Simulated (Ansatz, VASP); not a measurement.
## Zn, level by level in two programs

```
Zn
1.0
     0.00000    1.96478    1.96478
     1.96478    0.00000    1.96478
     1.96478    1.96478    0.00000
Zn
1
Direct
  0.00000 0.00000 0.00000
```

Single points on this cell with VASP 6.6.1 and Ansatz 0.2.0. Each row is one pair of runs. Alike in all rows: spin: off; k mesh: 12 × 12 × 12; VASP's potentials, cutoff: VASP PAW PBE potentials, release 64 (Zn), 520 eV.

```tsv
level	smearing	Ansatz's potentials, cutoff	gap on the k mesh at the Fermi level (eV), VASP	gap on the k mesh at the Fermi level (eV), Ansatz	pressure (GPa), VASP	pressure (GPa), Ansatz
PBEsol	gaussian, width 0.1 eV	Ansatz PAW, 420 eV	none	none	-4.9	-5.2
PBE	gaussian, width 0.011 eV	Ansatz PAW, 420 eV	none	none	0.2	-0.1
r2SCAN	fermi-dirac, width 0.05 eV	Ansatz PAW, 500 eV	none	none	-4.3	-4.6
PBE	gaussian, width 0.012 eV	Ansatz PAW, 420 eV	none	none	0.2	-0.1
PBE	gaussian, width 0.013 eV	Ansatz PAW, 420 eV	none	none	0.2	-0.1
PBE	gaussian, width 0.014 eV	Ansatz PAW, 420 eV	none	none	0.3	-0.1
PBE	gaussian, width 0.015 eV	Ansatz PAW, 420 eV	none	none	0.2	-0.1
PBE	gaussian, width 0.016 eV	Ansatz PAW, 420 eV	none	none	0.2	-0.1
```

Pressure (GPa): the two programs differ by at most 0.4.

A gap of «none» marks a metal or a gap that the smearing closes.
